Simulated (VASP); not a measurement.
Input of a VASP 6.6.1 run:

File INCAR:

```
SYSTEM = PbSe
PREC = Accurate ; ENCUT = 520
EDIFF = 1E-6 ; ISMEAR = 0
SIGMA = 0.05 ; LREAL = .False.
LASPH = .True. ; NELM = 100
ALGO = Normal ; ISIF = 2
LWAVE = .False. ; LCHARG = .False.
GGA = PE ; IVDW = 12
NBANDS = 28
```

KPOINTS

```
regular mesh
0
Gamma
  8 8 6
  0 0 0
```

Contents of POSCAR:

```
PbSe
1.0
    2.1548765900     -6.1339473500      0.0613394735
    2.1548765900      6.1339473500     -0.0613394735
    0.0000000000     -0.0445049357      4.4504935700
Pb Se
2 2
Direct
    0.6317607300      0.3682392700      0.7500000000
    0.3682392700      0.6317607300      0.2500000000
    0.8612899600      0.1387100400      0.7500000000
    0.1387100400      0.8612899600      0.2500000000
```

Potentials or basis: VASP PAW PBE potentials, release 64 (Pb_d, Se).

Run with:

```sh
$ cat potpaw_PBE.64/Pb_d/POTCAR potpaw_PBE.64/Se/POTCAR > POTCAR
$ mpirun -np 1 vasp_std > vasp.out
```

Problem. What does it give for the dispersion energy per atom?

Solution. -0.360 eV.

Problem. Estimate the pressure.

Solution. -0.9 GPa.

Problem. What does it give for the band gap on the k mesh?

Solution. 1.08 eV (least direct gap 1.19 eV).

Problem. Estimate the largest force.

Solution. 0.141 eV/Å.

Forces in eV/Å, atoms in the order of the input:
```
Pb   0.000  0.099  0.002
Pb   0.000 -0.099 -0.002
Se   0.000 -0.134 -0.046
Se   0.000  0.134  0.046
```

Caveat: the cell differs from its parent crystal (strain -0.0200 x Voigt [0, 0, 0, 1, 0, 0]); spin-orbit coupling is left out, which moves the levels of the heavy elements. A k mesh can miss the band edges.
